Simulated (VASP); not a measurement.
# Al24Si in VASP: notebook

Runs on Al24Si. Level: PBE+D3(BJ). Tasks: single point.

Everything below comes from runs of VASP 6.6.1. Logs are shortened: lines on timing, memory, paths and dates and some standing lists are left out, and cuts for length are marked.

## Step 1: The cell of the first run

The cell holds a slab with vacuum, 25 atoms: a = 5.632 Å, b = 7.965 Å, c = 26.041 Å, α = 90.00°, β = 90.00°, γ = 90.00°.

## Step 2: Single point, PBE+D3(BJ)

INCAR reads:

```
SYSTEM = Al24Si
ALGO = Normal
DIPOL = 0.5 0.5 0.470
EDIFF = 1E-6
ENCUT = 520
GGA = PE
IDIPOL = 3
ISIF = 2
ISMEAR = 0
IVDW = 12
LASPH = .TRUE.
LCHARG = .FALSE.
LDIPOL = .TRUE.
LREAL = Auto
LWAVE = .FALSE.
NBANDS = 56
NELM = 100
PREC = Accurate
SIGMA = 0.1
```

KPOINTS reads:

```
k-points
0
G
  5 4 1
  0 0 0
```

POSCAR reads:

```
Al24Si
1.0
    5.6324246406      0.0000000000      0.0000000000
    0.0000000000      7.9654513158      0.0000000000
    0.0000000000      0.0000000000     26.0405308008
Al Si
24 1
Direct
    0.2499999716      0.2500000215      0.3264142373
    0.2499999716      0.7499999389      0.3264142373
    0.7499999147      0.2500000215      0.3264142373
    0.7499999147      0.7499999389      0.3264142373
    0.4999999431      0.5000000429      0.3804878662
    0.4999999431      0.0000000000      0.3804878662
    0.0000000000      0.5000000429      0.3804878662
    0.0000000000      0.0000000000      0.3804878662
    0.7499999147      0.7499999389      0.4345614952
    0.7499999147      0.2500000215      0.4345614952
    0.2499999716      0.7499999389      0.4345614952
    0.2499999716      0.2500000215      0.4345614952
    0.0018698874      0.0054127504      0.4895113735
    0.0028971537      0.5054181917      0.4903238378
    0.4981312985      0.0054119972      0.4895112967
    0.4971013691      0.5054193216      0.4903246058
    0.2500005042      0.2651134150      0.5491153045
    0.2500001491      0.7630421377      0.5463581026
    0.7499984944      0.2645597740      0.5454916456
    0.7500004473      0.7569597454      0.5441309975
    0.4999150774      0.5187319382      0.6005831878
    0.5103828606      0.0181949515      0.5977028318
    0.0000795395      0.5187279209      0.6005816517
   -0.0103818522      0.0181950770      0.5977020253
    0.2500122221      0.8224612442      0.6466385470
```

Potentials or basis: VASP PAW PBE potentials, release 64 (Al, Si).

The run is started by

```console
> cat potpaw_PBE.64/Al/POTCAR potpaw_PBE.64/Si/POTCAR > POTCAR
> mpirun -np 1 vasp_std > vasp.out
```

OUTCAR:

```text
SYSTEM = Al24Si
   EDIFF = 1E-6
   ENCUT = 520
   GGA = PE
   ISIF = 2
   ISMEAR = 0
   IVDW = 12
   LASPH = .TRUE.
   LREAL = Auto
   NELM = 100
   PREC = Accurate
 IVDW          = 12

 ion  position               nearest neighbor table
   1  0.250  0.250  0.326-   3 2.82  12 2.82   5 2.82   7 2.82   6 2.82   8 2.82   3 2.82
   2  0.250  0.750  0.326-   5 2.82   7 2.82   4 2.82  11 2.82   6 2.82   8 2.82   4 2.82
   3  0.750  0.250  0.326-   1 2.82  10 2.82   5 2.82   6 2.82   7 2.82   8 2.82   1 2.82
   4  0.750  0.750  0.326-   5 2.82   7 2.82   2 2.82   9 2.82   6 2.82   2 2.82   8 2.82
   5  0.500  0.500  0.380-   2 2.82   4 2.82  11 2.82   9 2.82   7 2.82   1 2.82   3 2.82  12 2.82
                            10 2.82   7 2.82  16 2.86
   6  0.500  0.000  0.380-   8 2.82   1 2.82   3 2.82  12 2.82  10 2.82   2 2.82   4 2.82  11 2.82
                             9 2.82   8 2.82  15 2.84
   7  0.000  0.500  0.380-   2 2.82  11 2.82   4 2.82   9 2.82   5 2.82   1 2.82  12 2.82   3 2.82
                            10 2.82   5 2.82  14 2.86
   8  0.000  0.000  0.380-   6 2.82   1 2.82  12 2.82   2 2.82  11 2.82   3 2.82  10 2.82   6 2.82
                             4 2.82   9 2.82  13 2.84
   9  0.750  0.750  0.435-   5 2.82   7 2.82  11 2.82   4 2.82   6 2.82  11 2.82   8 2.82  14 2.82
                            16 2.82  20 2.85  15 2.86  13 2.86
  10  0.750  0.250  0.435-  15 2.80  13 2.80  12 2.82   3 2.82   5 2.82   6 2.82   7 2.82   8 2.82
                            12 2.82  14 2.88  16 2.88  19 2.89
  11  0.250  0.750  0.435-  14 2.80  16 2.80   5 2.82   7 2.82   9 2.82   2 2.82   6 2.82   8 2.82
[... 23 lines left out ...]
  23  0.000  0.519  0.601-  20 2.78  18 2.79  17 2.80  21 2.82  21 2.82  19 2.85  14 2.87  25 3.05

  24  0.990  0.018  0.598-  25 2.49  22 2.70  19 2.74  17 2.76  13 2.82  18 2.84  20 2.85  22 2.93

  25  0.250  0.822  0.647-  22 2.49  24 2.49  18 2.65  21 3.05  23 3.05

  LATTYP: Found a simple orthorhombic cell.
 ALAT       =     5.6324246406
 B/A-ratio  =     1.4142135624
 C/A-ratio  =     4.6233252041

  Lattice vectors:

 A1 = (   5.6324246406,   0.0000000000,   0.0000000000)
 A2 = (   0.0000000000,   7.9654513158,   0.0000000000)
 A3 = (   0.0000000000,   0.0000000000,  26.0405308008)

Analysis of symmetry for initial positions (statically):
=====================================================================
 Subroutine PRICEL returns:
 Original cell was already a primitive cell.

 Routine SETGRP: Setting up the symmetry group for a
 simple orthorhombic supercell.

 Subroutine GETGRP returns: Found  1 space group operations
 (whereof  1 operations were pure point group operations)
 out of a pool of  8 trial point group operations.

The static configuration has the point symmetry C_1 .

Analysis of symmetry for dynamics (positions and initial velocities):
=====================================================================
[... 162 lines left out ...]
     AMIX_MAG =   1.60;   BMIX_MAG =  1.00
  volume/ion in A,a.u.               =      46.73       315.36
  Fermi-wavevector in a.u.,A,eV,Ry     =   0.658407  1.244208  5.898115  0.433499
  Thomas-Fermi vector in A             =   1.730219
   LORBIT       =      0    0 simple, 1 ext, 2 COOP (PROOUT), +10 PAW based schemes
   GGA     = PE    functional components
   LHFCALC =     F    Hartree Fock is set to
   AEXX    =    0.0000 exact exchange contribution
   IVDW    =    12    specifies the selected vdW correction
   LEPSILON=     F    determine dielectric tensor
   LRPA    =     F    only Hartree local field effects (RPA)
 non-spin polarized calculation
 Gauss-broadening in eV      SIGMA  =   0.10
  energy-cutoff  :      520.00
  volume of cell :     1168.30
 maximum number of plane-waves:     31505
 NGX is ok and might be reduce to    42
   NGX = 21   NGY = 29   NGZ = 97

 dipolmoment           0.000000      0.000000     -0.410669 electrons x Angstroem

 number of electron      76.0000000 magnetization

 dipolmoment           0.000000      0.000000      0.105711 electrons x Angstroem

 Free energy of the ion-electron system (eV)
  ---------------------------------------------------
  ext. energy  EPLUGINS =         0.00000000
  ---------------------------------------------------
  free energy    TOTEN  =       -89.21502622 eV

  energy without entropy =      -89.14530545  energy(sigma->0) =      -89.18016583

 E-fermi :   0.1848     XC(G=0):  -4.3484

 val. band max:        0.1809240091   @ k =   0.4000   0.0000   0.0000
 cond. band min:       0.1954745527   @ k =   0.2000  -0.2500   0.0000
 fundamental gap:      0.0145505436
 Fermi energy:         0.1848201694

 k-point     1 :       0.0000    0.0000    0.0000
  band No.  band energies     occupation
      1     -10.8196      2.00000
      2      -9.7276      2.00000
      3      -8.5660      2.00000
      4      -8.5163      2.00000
      5      -8.2012      2.00000
      6      -7.3431      2.00000
[... 572 lines left out ...]
     49       2.2034      0.00000
     50       2.3744      0.00000
 [bands above 50 left out]

------------------------ aborting loop because EDIFF is reached ----------------------------------------

 vacuum level on the upper side and lower side of the slab       (xc-potential included)         0.112        -0.294

 Edisp (eV)   -6.40791

 E8    (eV) :    -2.9622

  FORCE on cell =-STRESS in cart. coord.  units (eV):
  Direction    XX          YY          ZZ          XY          YZ          ZX
  --------------------------------------------------------------------------------------
  -------------------------------------------------------------------------------------
  Total      -5.21053    -7.39776     0.12629     0.00012    -1.24248    -0.00047
  in kB      -7.14556   -10.14507     0.17318     0.00016    -1.70390    -0.00065
  external pressure =       -5.71 kB  Pullay stress =        0.00 kB

 VOLUME and BASIS-vectors are now :
 -----------------------------------------------------------------------------
  energy-cutoff  :      520.00
  volume of cell :     1168.30
      direct lattice vectors                 reciprocal lattice vectors
     5.632424641  0.000000000  0.000000000     0.177543432  0.000000000  0.000000000
     0.000000000  7.965451316  0.000000000     0.000000000  0.125542165  0.000000000
     0.000000000  0.000000000 26.040530801     0.000000000  0.000000000  0.038401675

 POSITION                                       TOTAL-FORCE (eV/Angst)
 -----------------------------------------------------------------------------------
      1.40811      1.99136      8.50000        -0.000006     -0.053797      0.092325
      1.40811      5.97409      8.50000         0.000021      0.000669      0.025119
      4.22432      1.99136      8.50000         0.000034     -0.025330      0.108993
      4.22432      5.97409      8.50000         0.000007     -0.012658      0.176612
      2.81621      3.98273      9.90811         0.020917      0.009377     -0.225596
      2.81621      0.00000      9.90811        -0.020358     -0.017637     -0.241878
[... 17 lines left out ...]
      5.57395      0.14493     15.56448         0.029181     -0.016203      0.049271
      1.40818      6.55127     16.83881        -0.000259     -0.406514     -0.148872
 -----------------------------------------------------------------------------------
    total drift:                               -0.000329      0.004925     -0.006205

  FREE ENERGIE OF THE ION-ELECTRON SYSTEM (eV)
  ---------------------------------------------------
  free  energy   TOTEN  =       -95.6229400807 eV

  energy  without entropy=      -95.5532193047  energy(sigma->0) =      -95.58807969

 vacuum level on the upper side and lower side of the slab         4.506         4.096
```

OSZICAR:

```text
N       E                     dE             d eps       ncg     rms          rms(c)
DAV:   1     0.291665959403E+03    0.29167E+03   -0.22923E+04  1232   0.963E+02
DAV:   2    -0.712502797905E+02   -0.36292E+03   -0.34757E+03  1680   0.167E+02
DAV:   3    -0.926385075170E+02   -0.21388E+02   -0.20595E+02  1528   0.401E+01
[... 20 lines left out ...]
DAV:  24    -0.892150075572E+02   -0.11772E-04   -0.65233E-07  1032   0.166E-03    0.637E-04
DAV:  25    -0.892150216434E+02   -0.14086E-04   -0.79821E-07  1072   0.176E-03    0.549E-04
DAV:  26    -0.892150234687E+02   -0.18253E-05   -0.84830E-08   888   0.964E-04    0.366E-04
DAV:  27    -0.892150256553E+02   -0.21866E-05   -0.10023E-07   944   0.731E-04    0.252E-04
DAV:  28    -0.892150262229E+02   -0.56754E-06   -0.33509E-08   856   0.490E-04
   1 F= -.95622940E+02 E0= -.95588080E+02  d E =-.697208E-01
```

Run time: 35 min. Hardware: 1 thread of Intel Xeon Platinum 8259CL at 2.50GHz (Skylake/Cascade Lake), shared host; peak memory 1.1 GiB.

What came out:

```
Free energy                : -95.6229 eV
Largest force              : 0.433 eV/Å
Band gap on the k mesh     : zero (band 38 reaches 0.38 eV, above the bottom of band 39 at -0.21 eV)
Dispersion energy per atom : -0.256 eV
```

Forces in eV/Å, atoms in the order of the input:
```
Al   0.000 -0.054  0.092
Al   0.000  0.001  0.025
Al   0.000 -0.025  0.109
Al   0.000 -0.013  0.177
Al   0.021  0.009 -0.226
Al  -0.020 -0.018 -0.242
Al  -0.021  0.009 -0.226
Al   0.020 -0.018 -0.242
Al   0.000  0.029  0.082
Al   0.000  0.182  0.096
Al   0.000  0.001  0.016
Al   0.000  0.078  0.279
Al  -0.005  0.031  0.015
Al  -0.004 -0.004  0.015
Al   0.005  0.031  0.015
Al   0.004 -0.004  0.015
Al   0.000  0.025  0.064
Al   0.000  0.004 -0.132
Al   0.000  0.012  0.045
Al   0.000  0.025 -0.004
Al  -0.008  0.068  0.038
Al  -0.029 -0.016  0.049
Al   0.008  0.068  0.038
Al   0.029 -0.016  0.049
Si   0.000 -0.407 -0.149
```

## Step 3: Single point, PBE+D3(BJ)

INCAR reads:

```
SYSTEM = Al24Si
PREC = Accurate
ENCUT = 520
EDIFF = 1E-6
ISMEAR = 0
SIGMA = 0.1
LREAL = Auto
LASPH = .True.
NELM = 80
ALGO = Normal
ISIF = 2
LWAVE = .False.
LCHARG = .False.
LDIPOL = .True.
IDIPOL = 3
DIPOL = 0.5 0.5 0.470
GGA = PE
IVDW = 12
NBANDS = 56
```

KPOINTS reads:

```
Automatic mesh
0
Gamma
  5 4 1
  0 0 0
```

POSCAR reads:

```
Al24Si
1.0
    5.6324246406      0.0000000000      0.0000000000
    0.0000000000      7.9654513158      0.0000000000
    0.0000000000      0.0000000000     26.0405308008
Al Si
24 1
Direct
    0.2499999716      0.2500000215      0.3264142373
    0.2499999716      0.7499999389      0.3264142373
    0.7499999147      0.2500000215      0.3264142373
    0.7499999147      0.7499999389      0.3264142373
    0.4999999431      0.5000000429      0.3804878662
    0.4999999431      0.0000000000      0.3804878662
    0.0000000000      0.5000000429      0.3804878662
    0.0000000000      0.0000000000      0.3804878662
    0.7499999147      0.7499999389      0.4345614952
    0.7499999147      0.2500000215      0.4345614952
    0.2499999716      0.7499999389      0.4345614952
    0.2499999716      0.2500000215      0.4345614952
    0.0025120620     -0.0010304501      0.4886616597
    0.0042924676      0.5061011411      0.4891554668
    0.4974862832     -0.0010307012      0.4886616981
    0.4957099612      0.5061010155      0.4891555052
    0.2500026347      0.2594864896      0.5447629355
    0.2500015695      0.7620946710      0.5541328289
    0.7500022228      0.2620279652      0.5428093270
    0.7500015126      0.7513701061      0.5447834420
    0.5012361780      0.5042937105      0.5979725267
    0.5197992316      0.0202936398      0.5945517055
   -0.0012312637      0.5042937105      0.5979726035
   -0.0197950274      0.0202937654      0.5945515135
    0.2500017470      0.9095438178      0.6562228370
```

Potentials or basis: VASP PAW PBE potentials, release 64 (Al, Si).

The run is started by

```console
> cat potpaw_PBE.64/Al/POTCAR potpaw_PBE.64/Si/POTCAR > POTCAR
> mpirun -np 1 vasp_std > vasp.out
```

Run time: 27 min. Hardware: 1 thread of Intel Xeon Platinum 8259CL at 2.50GHz (Skylake/Cascade Lake), shared host; peak memory 1.1 GiB.

It converged, with:

```yaml
Free_energy: -95.0741 eV
Largest_force: 0.662 eV/Å
Band_gap_on_the_k_mesh: zero (band 38 reaches 0.31 eV, above the bottom of band 39 at -0.21 eV)
Dispersion_energy_per_atom: -0.257 eV
```

Forces in eV/Å, atoms in the order of the input:
```
Al   0.000 -0.088  0.107
Al   0.000  0.009  0.117
Al   0.000 -0.017  0.111
Al   0.000 -0.016  0.226
Al  -0.031 -0.030 -0.253
Al  -0.028  0.019 -0.238
Al   0.031 -0.030 -0.253
Al   0.028  0.019 -0.238
Al   0.000 -0.026  0.129
Al   0.000  0.136  0.120
Al   0.000 -0.057  0.070
Al   0.000  0.052  0.090
Al   0.006 -0.010  0.030
Al  -0.012  0.048  0.013
Al  -0.006 -0.010  0.030
Al   0.012  0.048  0.013
Al   0.000  0.059 -0.079
Al   0.000  0.090  0.089
Al   0.000  0.051 -0.016
Al   0.000  0.052  0.029
Al   0.000  0.035  0.019
Al  -0.015  0.135  0.023
Al   0.000  0.035  0.019
Al   0.015  0.135  0.023
Si   0.000 -0.637 -0.181
```

Levels at points of the mesh, in eV from the Fermi level:
```tsv
k point	band 36	band 37	band 38	band 39	band 40	band 41
(0.00, 0.00, 0.00)	-0.78	-0.53	-0.53	-0.38	-0.09	0.11
(0.00, 0.50, 0.00)	-0.40	-0.31	-0.25	-0.23	-0.19	-0.17
```

## Step 4: Single point, PBE+D3(BJ)

INCAR reads:

```
SYSTEM = Al24Si
PREC = Accurate ; ENCUT = 520
EDIFF = 1E-6 ; ISMEAR = 0
SIGMA = 0.1 ; LREAL = Auto
LASPH = .TRUE. ; NELM = 80
ALGO = Normal ; ISIF = 2
LWAVE = .FALSE. ; LCHARG = .FALSE.
LDIPOL = .TRUE. ; IDIPOL = 3
DIPOL = 0.5 0.5 0.470 ; GGA = PE
IVDW = 12 ; NBANDS = 56
```

KPOINTS reads:

```
regular mesh
0
G
  5 4 1
  0 0 0
```

POSCAR reads:

```
Al24Si
1.0
    5.6324246406      0.0000000000      0.0000000000
    0.0000000000      7.9654513158      0.0000000000
    0.0000000000      0.0000000000     26.0405308008
Al Si
24 1
Direct
    0.2499999716      0.2500000215      0.3264142373
    0.2499999716      0.7499999389      0.3264142373
    0.7499999147      0.2500000215      0.3264142373
    0.7499999147      0.7499999389      0.3264142373
    0.4999999431      0.5000000429      0.3804878662
    0.4999999431      0.0000000000      0.3804878662
    0.0000000000      0.5000000429      0.3804878662
    0.0000000000      0.0000000000      0.3804878662
    0.7499999147      0.7499999389      0.4345614952
    0.7499999147      0.2500000215      0.4345614952
    0.2499999716      0.7499999389      0.4345614952
    0.2499999716      0.2500000215      0.4345614952
    0.0025078010      0.0010294457      0.4886566291
    0.0042951307      0.4939002003      0.4891455976
    0.4974916095      0.0010296968      0.4886567443
    0.4957071205      0.4939000747      0.4891456744
    0.2500029898      0.2379460905      0.5541031829
    0.2500015695      0.7405064404      0.5447887414
    0.7500013350      0.2486203131      0.5447688109
    0.7500015126      0.7379638349      0.5428200411
    0.5012551752      0.4956667041      0.5979604686
    0.5198283487     -0.0201960936      0.5945430651
   -0.0012506159      0.4956660763      0.5979605070
   -0.0198241445     -0.0201953403      0.5945425659
    0.2500015695      1.0902038887      0.6562640804
```

The run is started by

```console
> cat potpaw_PBE.64/Al/POTCAR potpaw_PBE.64/Si/POTCAR > POTCAR
> mpirun -np 1 vasp_std > vasp.out
```

It took 34 min on 1 thread of Oxide Virtual Turin-like, shared host; peak memory 1.1 GiB.

The run converged. Its results:

- Free energy: -95.0723 eV
- Largest force: 0.661 eV/Å
- Band gap on the k mesh: zero (band 38 reaches 0.31 eV, above the bottom of band 39 at -0.21 eV)
- Dispersion energy per atom: -0.257 eV

Forces in eV/Å, atoms in the order of the input:
```
Al   0.000 -0.009  0.117
Al   0.000  0.088  0.107
Al   0.000  0.016  0.226
Al   0.000  0.017  0.111
Al  -0.031  0.030 -0.254
Al  -0.028 -0.019 -0.238
Al   0.031  0.030 -0.254
Al   0.028 -0.019 -0.238
Al   0.000 -0.136  0.120
Al   0.000  0.026  0.128
Al   0.000 -0.052  0.090
Al   0.000  0.057  0.069
Al   0.006  0.009  0.030
Al  -0.011 -0.047  0.013
Al  -0.006  0.009  0.030
Al   0.011 -0.047  0.013
Al   0.000 -0.091  0.091
Al   0.000 -0.059 -0.079
Al   0.000 -0.051  0.029
Al   0.000 -0.049 -0.017
Al   0.000 -0.035  0.019
Al  -0.016 -0.135  0.024
Al   0.000 -0.035  0.019
Al   0.016 -0.135  0.024
Si   0.000  0.636 -0.180
```

Levels at points of the mesh, in eV from the Fermi level:
| k point | band 34 | band 35 | band 36 | band 37 | band 38 | band 39 | band 40 | band 41 | band 42 | band 43 |
| --- | --- | --- | --- | --- | --- | --- | --- | --- | --- | --- |
| (0.00, 0.00, 0.00) | -1.22 | -1.04 | -0.78 | -0.53 | -0.53 | -0.38 | -0.09 | 0.11 | 0.27 | 0.33 |
| (0.00, 0.50, 0.00) | -1.32 | -0.72 | -0.40 | -0.31 | -0.25 | -0.23 | -0.19 | -0.17 | -0.15 | 0.04 |
